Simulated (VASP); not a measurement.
# Ca8CO in VASP: further runs

Runs on Ca8CO. Level: PBE. Tasks: single point.

Program: VASP 6.6.1. These are calculated values, not measurements. Logs are shortened: lines on timing, memory, paths and dates and some standing lists are left out, and cuts for length are marked.

## 1. The cell of the first run

The cell holds a slab with vacuum, 10 atoms: a = 7.813 Å, b = 7.813 Å, c = 20.609 Å, α = 90.00°, β = 90.00°, γ = 90.00°.

## 2. Single point, PBE

INCAR

```
SYSTEM = Ca8CO
PREC = Accurate
ENCUT = 520
EDIFF = 1E-6
ISMEAR = 0
SIGMA = 0.1
LREAL = .False.
LASPH = .True.
NELM = 100
ALGO = Normal
ISIF = 2
LWAVE = .False.
LCHARG = .False.
LDIPOL = .True.
IDIPOL = 3
DIPOL = 0.5 0.5 0.284
GGA = PE
NBANDS = 56
```

KPOINTS

```
regular mesh
0
Gamma
  4 4 1
  0 0 0
```

POSCAR

```
Ca8CO
1.0
    7.8132359319      0.0000000000      0.0000000000
    0.0000000000      7.8132359319      0.0000000000
    0.0000000000      0.0000000000     20.6093934330
Ca C O
8 1 1
Direct
    0.2500000000      0.2500000000      0.1940862555
    0.2500000000      0.7500000000      0.1940862555
    0.7500000000      0.2500000000      0.1940862555
    0.7500000000      0.7500000000      0.1940862555
    0.0000000000      0.0000000000      0.3206981057
    0.0000000000      0.5000000000      0.3206981057
    0.5000000000      0.0000000000      0.3206981057
    0.5000000000      0.5000000000      0.3206981057
    0.1770468721      0.7500000000      0.3905691577
    0.3229531279      0.7500000000      0.3905691577
```

Potentials or basis: VASP PAW PBE potentials, release 64 (Ca_sv, C, O).

On the command line:

```sh
> cat potpaw_PBE.64/Ca_sv/POTCAR potpaw_PBE.64/C/POTCAR potpaw_PBE.64/O/POTCAR > POTCAR
> mpirun -np 1 vasp_std > vasp.out
```

OUTCAR:

```text
SYSTEM = Ca8CO
   PREC = Accurate
   ENCUT = 520
   EDIFF = 1E-6
   ISMEAR = 0
   LREAL = .False.
   LASPH = .True.
   NELM = 100
   ISIF = 2
   GGA = PE

 ion  position               nearest neighbor table
   1  0.250  0.250  0.194-
   2  0.250  0.750  0.194-
   3  0.750  0.250  0.194-
   4  0.750  0.750  0.194-
   5  0.000  0.000  0.321-
   6  0.000  0.500  0.321-
   7  0.500  0.000  0.321-
   8  0.500  0.500  0.321-
   9  0.177  0.750  0.391-  10 1.14
  10  0.323  0.750  0.391-   9 1.14

  LATTYP: Found a simple tetragonal cell.
 ALAT       =     7.8132359319
 C/A-ratio  =     2.6377538849

  Lattice vectors:

 A1 = (   7.8132359319,   0.0000000000,   0.0000000000)
 A2 = (   0.0000000000,   7.8132359319,   0.0000000000)
 A3 = (   0.0000000000,   0.0000000000,  20.6093934330)

Analysis of symmetry for initial positions (statically):
=====================================================================
 Subroutine PRICEL returns:
 Original cell was already a primitive cell.

 Routine SETGRP: Setting up the symmetry group for a
 simple tetragonal supercell.

 Subroutine GETGRP returns: Found  2 space group operations
 (whereof  1 operations were pure point group operations)
 out of a pool of 16 trial point group operations.

The static configuration has the point symmetry C_1 .
 The point group associated with its full space group is C_1h.

Analysis of symmetry for dynamics (positions and initial velocities):
=====================================================================
 Subroutine PRICEL returns:
 Original cell was already a primitive cell.

 Routine SETGRP: Setting up the symmetry group for a
 simple tetragonal supercell.

 Subroutine GETGRP returns: Found  2 space group operations
 (whereof  1 operations were pure point group operations)
 out of a pool of 16 trial point group operations.

The dynamic configuration has the point symmetry C_1 .
 The point group associated with its full space group is C_1h.

 Subroutine INISYM returns: Found  2 space group operations
 (whereof  1 operations are pure point group operations),
 and found     1 'primitive' translations

----------------------------------------------------------------------------------------

                                     Primitive cell

  volume of cell :    1258.1345

  direct lattice vectors                    reciprocal lattice vectors
     7.813235932  0.000000000  0.000000000     0.127987944  0.000000000  0.000000000
     0.000000000  7.813235932  0.000000000     0.000000000  0.127987944  0.000000000
     0.000000000  0.000000000 20.609393433     0.000000000  0.000000000  0.048521564

  length of vectors
     7.813235932  7.813235932 20.609393433     0.127987944  0.127987944  0.048521564

  position of ions in fractional coordinates (direct lattice)
     0.250000000  0.250000000  0.194086255
     0.250000000  0.750000000  0.194086255
     0.750000000  0.250000000  0.194086255
     0.750000000  0.750000000  0.194086255
     0.000000000  0.000000000  0.320698106
     0.000000000  0.500000000  0.320698106
     0.500000000  0.000000000  0.320698106
     0.500000000  0.500000000  0.320698106
     0.177046872  0.750000000  0.390569158
     0.322953128  0.750000000  0.390569158

  ion indices of the primitive-cell ions
   primitive index   ion index
                 1           1
                 2           2
                 3           3
                 4           4
                 5           5
                 6           6
                 7           7
                 8           8
                 9           9
                10          10

----------------------------------------------------------------------------------------

 KPOINTS: regular mesh

Automatic generation of k-mesh.
 Grid dimensions read from file:
 generate k-points for:    4    4    1

 Generating k-lattice:

  Cartesian coordinates                     Fractional coordinates (reciprocal lattice)
     0.031996986  0.000000000  0.000000000     0.250000000  0.000000000  0.000000000
     0.000000000  0.031996986  0.000000000     0.000000000  0.250000000  0.000000000
     0.000000000  0.000000000  0.048521564     0.000000000  0.000000000  1.000000000

  Length of vectors
     0.031996986  0.031996986  0.048521564

  Shift w.r.t. Gamma in fractional coordinates (k-lattice)
     0.000000000  0.000000000  0.000000000

 Subroutine IBZKPT returns following result:
 ===========================================

 Found      9 irreducible k-points:

 Following reciprocal coordinates:
            Coordinates               Weight
  0.000000  0.000000  0.000000      1.000000
  0.250000  0.000000  0.000000      2.000000
  0.000000  0.250000  0.000000      2.000000
  0.500000  0.000000  0.000000      1.000000
  0.000000  0.500000  0.000000      1.000000
  0.250000  0.250000  0.000000      4.000000
  0.500000  0.250000  0.000000      2.000000
 -0.250000  0.500000  0.000000      2.000000
  0.500000  0.500000  0.000000      1.000000
   k-points           NKPTS =      9   k-points in BZ     NKDIM =      9   number of bands    NBANDS=     56
   number of dos      NEDOS =    301   number of ions     NIONS =     10
   total plane-waves  NPLWV = 576000
   dimension x,y,z NGX =    60 NGY =   60 NGZ =  160
   dimension x,y,z NGXF=   120 NGYF=  120 NGZF=  320
   ions per type =               8   1   1
   NGX,Y,Z   is equivalent  to a cutoff of  12.77, 12.77, 12.91 a.u.
   NGXF,Y,Z  is equivalent  to a cutoff of  25.53, 25.53, 25.81 a.u.
 SYSTEM =  Ca8CO
   PREC   = accura    normal or accurate (medium, high low for compatibility)
   ISTART =      0    job   : 0-new  1-cont  2-samecut
   ICHARG =      2    charge: 1-file 2-atom 10-const
   ISPIN  =      1    spin polarized calculation?
   LNONCOLLINEAR =      F non collinear calculations
   LSORBIT =      F    spin-orbit coupling
   LASPH  =      T    aspherical Exc in radial PAW
   ENCUT  =  520.0 eV  38.22 Ry    6.18 a.u.  14.53 14.53 38.32*2*pi/ulx,y,z
   NELM   =    100;   NELMIN=  2; NELMDL= -5     # of ELM steps
   EDIFF  = 0.1E-05   stopping-criterion for ELM
   LREAL  =      F    real-space projection
   EDIFFG = 0.1E-04   stopping-criterion for IOM
   NSW    =      0    number of steps for IOM
   IBRION =     -1    ionic relax: 0-MD 1-quasi-New 2-CG
   NFREE  =      0    steps in history (QN), initial steepest desc. (CG)
   ISIF   =      2    stress and relaxation
   ISYM   =      2    0-nonsym 1-usesym 2-fastsym
   POTIM  = 0.5000    time-step for ionic-motion
   TEBEG  =    0.0;   TEEND  =   0.0 temperature during run
   PSTRESS=    0.0 pullay stress
   NELECT =      90.0000    total number of electrons
   NUPDOWN=      -1.0000    fix difference up-down
   EMIN   =  10.00;   EMAX   =-10.00  energy-range for DOS
   EFERMI =   0.00;   METHOD = LEGACY
   ISMEAR =     0;   SIGMA  =   0.10  broadening in eV -4-tet -1-fermi 0-gaus
   EFERMI_NEDOS =   21; number of points for ismear=-14 and -15
   IALGO  =     38    algorithm
   IMIX   =      4    mixing-type and parameters
     AMIX     =   0.40;   BMIX     =  1.00
     AMIX_MAG =   1.60;   BMIX_MAG =  1.00
  volume/ion in A,a.u.               =     125.81       849.03
  Fermi-wavevector in a.u.,A,eV,Ry     =   0.679589  1.284238  6.283740  0.461842
  Thomas-Fermi vector in A             =   1.757831
   LORBIT       =      0    0 simple, 1 ext, 2 COOP (PROOUT), +10 PAW based schemes
   GGA     = PE    functional components
   LHFCALC =     F    Hartree Fock is set to
   AEXX    =    0.0000 exact exchange contribution
   IVDW    =     0    specifies the selected vdW correction
   LEPSILON=     F    determine dielectric tensor
   LRPA    =     F    only Hartree local field effects (RPA)
 non-spin polarized calculation
 Gauss-broadening in eV      SIGMA  =   0.10
  energy-cutoff  :      520.00
  volume of cell :     1258.13
 maximum number of plane-waves:     33903
 NGX is ok and might be reduce to    60
   NGX = 29   NGY = 29   NGZ = 77

 dipolmoment           0.000000      0.000000      0.012549 electrons x Angstroem

 number of electron      90.0000023 magnetization

 dipolmoment           0.000000      0.000000     -0.008048 electrons x Angstroem

 Free energy of the ion-electron system (eV)
  ---------------------------------------------------
  ext. energy  EPLUGINS =         0.00000000
  ---------------------------------------------------
  free energy    TOTEN  =       -26.89098326 eV

  energy without entropy =      -26.80491870  energy(sigma->0) =      -26.84795098

 E-fermi :  -1.2390     XC(G=0):  -2.9919

 val. band max:       -1.2396303587   @ k =   0.0000   0.2500   0.0000
 cond. band min:      -1.2075152234   @ k =   0.5000   0.2500   0.0000
 fundamental gap:      0.0321151353
 Fermi energy:        -1.2389642518

 k-point     1 :       0.0000    0.0000    0.0000
  band No.  band energies     occupation
      1     -43.7343      2.00000
      2     -43.7281      2.00000
      3     -43.7271      2.00000
      4     -43.7186      2.00000
      5     -43.6956      2.00000
      6     -43.6829      2.00000
[... 48 lines left out ...]
     55      -0.2526      0.00000
     56       0.0539      0.00000

 k-point     2 :       0.2500    0.0000    0.0000
  band No.  band energies     occupation
      1     -43.7342      2.00000
      2     -43.7281      2.00000
      3     -43.7271      2.00000
      4     -43.7185      2.00000
      5     -43.6957      2.00000
      6     -43.6830      2.00000
[... 48 lines left out ...]
     55      -0.1883      0.00000
     56       0.0667      0.00000
[... 352 lines left out ...]
     55      -0.1595      0.00000
     56      -0.0833      0.00000

 k-point     9 :       0.5000    0.5000    0.0000
  band No.  band energies     occupation
      1     -43.7318      2.00000
      2     -43.7308      2.00000
      3     -43.7266      2.00000
      4     -43.7183      2.00000
      5     -43.6959      2.00000
      6     -43.6832      2.00000
[... 48 lines left out ...]
     55      -0.2959      0.00000
     56      -0.2059      0.00000

------------------------ aborting loop because EDIFF is reached ----------------------------------------

 vacuum level on the upper side and lower side of the slab       (xc-potential included)        -0.038        -0.043

  FORCE on cell =-STRESS in cart. coord.  units (eV):
  Direction    XX          YY          ZZ          XY          YZ          ZX
  --------------------------------------------------------------------------------------
  -------------------------------------------------------------------------------------
  Total        6.7526230     -2.7847057      0.3063756      0.0000000      0.0000000      0.9682920
  in kB        8.5991593     -3.5461966      0.3901554      0.0000000      0.0000000      1.2330760
  external PRESSURE =       1.8143727 kB  Pullay stress =       0.0000000 kB

 VOLUME and BASIS-vectors are now :
 -----------------------------------------------------------------------------
  energy-cutoff  :      520.00
  volume of cell :     1258.13
      direct lattice vectors                 reciprocal lattice vectors
     7.813235932  0.000000000  0.000000000     0.127987944  0.000000000  0.000000000
     0.000000000  7.813235932  0.000000000     0.000000000  0.127987944  0.000000000
     0.000000000  0.000000000 20.609393433     0.000000000  0.000000000  0.048521564

 POSITION                                       TOTAL-FORCE (eV/Angst)
 -----------------------------------------------------------------------------------
      1.95331      1.95331      4.00000         0.013495      0.000000     -0.007196
      1.95331      5.85993      4.00000        -0.036499      0.000000     -0.153875
      5.85993      1.95331      4.00000        -0.010959      0.000000     -0.020646
      5.85993      5.85993      4.00000        -0.002759      0.000000     -0.036571
      0.00000      0.00000      6.60939        -0.164285     -0.137701      0.111123
      0.00000      3.90662      6.60939        -0.164285      0.137701      0.111123
      3.90662      0.00000      6.60939        -0.121112     -0.035867      0.052627
      3.90662      3.90662      6.60939        -0.121112      0.035867      0.052627
      1.38331      5.85993      8.04939        -6.800527      0.000000     -0.833440
      2.52331      5.85993      8.04939         7.408043      0.000000      0.724229
 -----------------------------------------------------------------------------------
    total drift:                                0.001096      0.000000      0.000183

  FREE ENERGIE OF THE ION-ELECTRON SYSTEM (eV)
  ---------------------------------------------------
  free  energy   TOTEN  =       -26.8909832647 eV

  energy  without entropy=      -26.8049186977  energy(sigma->0) =      -26.84795098

 vacuum level on the upper side and lower side of the slab         1.464         1.449
```

Run time: 32 min. Hardware: 1 thread of Intel Xeon Platinum 8488C (Sapphire Rapids), shared host; peak memory 1.3 GiB.

What came out:

| Quantity | Value |
| --- | --- |
| Free energy | -26.8910 eV |
| Largest force | 7.443 eV/Å |
| Band gap on the k mesh | zero (band 45 reaches -1.21 eV, above the bottom of band 46 at -1.28 eV) |

Forces in eV/Å, atoms in the order of the input:
```
Ca   0.013  0.000 -0.007
Ca  -0.036  0.000 -0.154
Ca  -0.011  0.000 -0.021
Ca  -0.003  0.000 -0.037
Ca  -0.164 -0.138  0.111
Ca  -0.164  0.138  0.111
Ca  -0.121 -0.036  0.053
Ca  -0.121  0.036  0.053
C   -6.801  0.000 -0.833
O    7.408  0.000  0.724
```

Levels at points of the mesh, in eV from the Fermi level:
```tsv
k point	band 42	band 43	band 44	band 45	band 46	band 47	band 48	band 49
(0.00, 0.00, 0.00)	-1.10	-1.05	-0.21	-0.07	0.15	0.19	0.37	0.41
(0.50, 0.00, 0.00)	-0.76	-0.64	-0.62	-0.47	0.12	0.14	0.40	0.48
(0.00, 0.50, 0.00)	-0.74	-0.64	-0.61	-0.49	0.16	0.24	0.40	0.42
(0.50, 0.50, 0.00)	-0.57	-0.49	-0.40	-0.03	0.23	0.31	0.59	0.60
```

## 3. Single point, PBE

INCAR

```
  PREC = Accurate
  ENCUT = 520
  EDIFF = 1E-6
  ISMEAR = 0
  SIGMA = 0.1
  LREAL = F
  LASPH = T
  NELM = 100
  ALGO = Normal
  ISIF = 2
  LWAVE = F
  LCHARG = F
  LDIPOL = T
  IDIPOL = 3
  DIPOL = 0.5 0.5 0.287
  GGA = PE
  NBANDS = 56
```

KPOINTS

```
Automatic mesh
0
Gamma
  4 4 1
```

Edit POSCAR of step 2 so:

```diff
@@ -16,3 +16,3 @@
     0.5000000000      0.5000000000      0.3206981057
-    0.1770468721      0.7500000000      0.3905691577
-    0.3229531279      0.7500000000      0.3905691577
+    0.1834462693      0.7500000000      0.4060960581
+    0.3165537307      0.7500000000      0.4060960581
```

Potentials or basis: VASP PAW PBE potentials, release 64 (Ca_sv, C, O).

On the command line:

```sh
> cat potpaw_PBE.64/Ca_sv/POTCAR potpaw_PBE.64/C/POTCAR potpaw_PBE.64/O/POTCAR > POTCAR
> mpirun -np 1 vasp_std > vasp.out
```

It took 32 min on 1 thread of Intel Xeon Platinum 8488C (Sapphire Rapids), shared host; peak memory 1.3 GiB.

Results (log left out):

| Item | Value |
| --- | --- |
| Free energy | -25.6292 eV |
| Largest force | 20.910 eV/Å |
| Band gap on the k mesh | zero (band 45 reaches -1.09 eV, above the bottom of band 46 at -1.22 eV) |

Forces in eV/Å, atoms in the order of the input:
```
Ca    0.005   0.000   0.015
Ca   -0.018   0.000  -0.123
Ca   -0.004   0.000  -0.013
Ca   -0.008   0.000  -0.012
Ca   -0.165  -0.033   0.007
Ca   -0.165   0.033   0.007
Ca    0.054   0.121  -0.117
Ca    0.054  -0.121  -0.117
C   -20.648   0.000  -0.494
O    20.893   0.000   0.846
```

Levels at points of the mesh, in eV from the Fermi level:
| k point | band 43 | band 44 | band 45 | band 46 | band 47 | band 48 |
| --- | --- | --- | --- | --- | --- | --- |
| (0.00, 0.00, 0.00) | -1.10 | -0.17 | -0.12 | 0.21 | 0.27 | 0.28 |
| (0.50, 0.00, 0.00) | -0.64 | -0.64 | -0.58 | 0.23 | 0.30 | 0.37 |
| (0.00, 0.50, 0.00) | -0.64 | -0.64 | -0.59 | 0.27 | 0.31 | 0.37 |
| (0.50, 0.50, 0.00) | -0.52 | -0.46 | -0.12 | 0.37 | 0.43 | 0.59 |
